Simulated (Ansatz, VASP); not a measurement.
# Te in VASP and in Ansatz

INCAR

```
SYSTEM = Te
PREC     = Accurate       ! precision mode
ENCUT    = 520            ! plane-wave cutoff, eV
EDIFF    = 1E-7           ! SCF threshold, eV
ISMEAR   = 0              ! smearing method
SIGMA    = 0.1            ! smearing width, eV
LREAL    = .FALSE.        ! projectors in reciprocal space
LASPH    = .TRUE.         ! aspherical terms in the spheres
NELM     = 100            ! most SCF steps
ALGO     = Normal         ! electronic algorithm
ISIF     = 2              ! what is computed and relaxed
LWAVE    = .FALSE.        ! write WAVECAR
LCHARG   = .TRUE.         ! write CHGCAR
GGA      = PE             ! functional
LELF     = .TRUE.         ! ELF
LVHAR    = .TRUE.       
NBANDS   = 9              ! bands
```

File KPOINTS:

```
Automatic mesh
0
G
  6 6 4
  0 0 0
```

Contents of POSCAR:

```
Te
1.0
    1.7805738700     -2.0172831300      0.0000000000
    1.7805738700      2.0172831300      0.0000000000
    0.0000000000      0.0000000000      5.3875038600
Te
1
Direct
    0.0000000000      0.0000000000      0.5000000000
```

Input for Ansatz:

```yaml
crystal:
  lattice:
    - [1.78057387, -2.01728313, 0.0]
    - [1.78057387, 2.01728313, 0.0]
    - [0.0, 0.0, 5.38750386]
  atoms:
    - { symbol: Te, position: [0.0, 0.0, 0.5] }
basis:
  ecutwfc: 420
kpoints:
  mp_grid: { grid: [6, 6, 4] }
hamiltonian:
  xc: pbe
scf:
  occupations: { method: gaussian, width: 0.1 }
  lower_state_search: "off"
output:
  forces: true
  stress: true
  eigenvalues: true
```

Alike in both runs: task single point; functional PBE; k mesh 6 × 6 × 4; occupations gaussian, width 0.1 eV; no spin polarisation.

```csv
,VASP,Ansatz
version,VASP 6.6.1,Ansatz 0.2.0
potentials or method,"VASP PAW PBE potentials, release 64 (Te), cutoff 520 eV","scalar-relativistic, plane waves, PAW"
valence electrons in the cell,6,16
```

VASP gave:

- gap on the k mesh at the Fermi level (eV): none
- pressure (GPa): 20.4
- traceless stress, the component that is largest in VASP (GPa): -20.72

Task: What did Ansatz give for the same quantities?

Result: gap on the k mesh at the Fermi level (eV): none; pressure (GPa): 20.3; traceless stress, the component that is largest in VASP (GPa): -20.57.

A gap of «none» marks a metal or a gap that the smearing closes. The functional is the same, so the differences come from potentials, cutoffs and numerics. VASP's potentials hold 6 valence electrons a cell and Ansatz's 16, so a difference there can come from the potentials and not from the codes.

The k mesh is coarse, so the values compare programs but aren't converged. Neither program's run includes spin-orbit coupling.
